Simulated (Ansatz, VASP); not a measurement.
One calculation of NbCu, two programs

```
Nb Cu
1.0
     0.00000    2.56221    2.56221
     2.56221    0.00000    2.56221
     2.56221    2.56221    0.00000
Nb Cu
1 1
Direct
  0.00000 0.00000 0.00000
  0.50000 0.50000 0.50000
```

Alike in both runs: task relaxation of cell and atoms; functional RPBE; k mesh 9 × 9 × 9; occupations fermi-dirac, width 0.05 eV; no spin polarisation.

```csv
,VASP,Ansatz
version,VASP 6.6.1,Ansatz 0.2.0
potentials or method,"VASP PAW PBE potentials, release 64 (Nb_sv, Cu)",Ansatz PAW
plane-wave cutoff (eV),600,420
valence electrons in the cell,24,32
```

```tsv
	VASP	Ansatz	Ansatz less VASP
gap on the k mesh at the Fermi level, each at its own relaxed structure (eV)	none	none	-
relaxed volume (Å³/atom)	17.21	17.21	-0.001
relaxed cell length with the largest relative difference (Å)	3.651	3.651	0.0000
```

VASP's potentials were made for PBE, not for RPBE. A gap of «none» marks a metal or a gap that the smearing closes. VASP's potentials hold 24 valence electrons a cell and Ansatz's 32, so a difference there can come from the potentials and not from the codes.

Noted on Ansatz's run: the plane-wave basis is chosen anew once the cell has moved, so the energies of steps on either side of that aren't comparable.
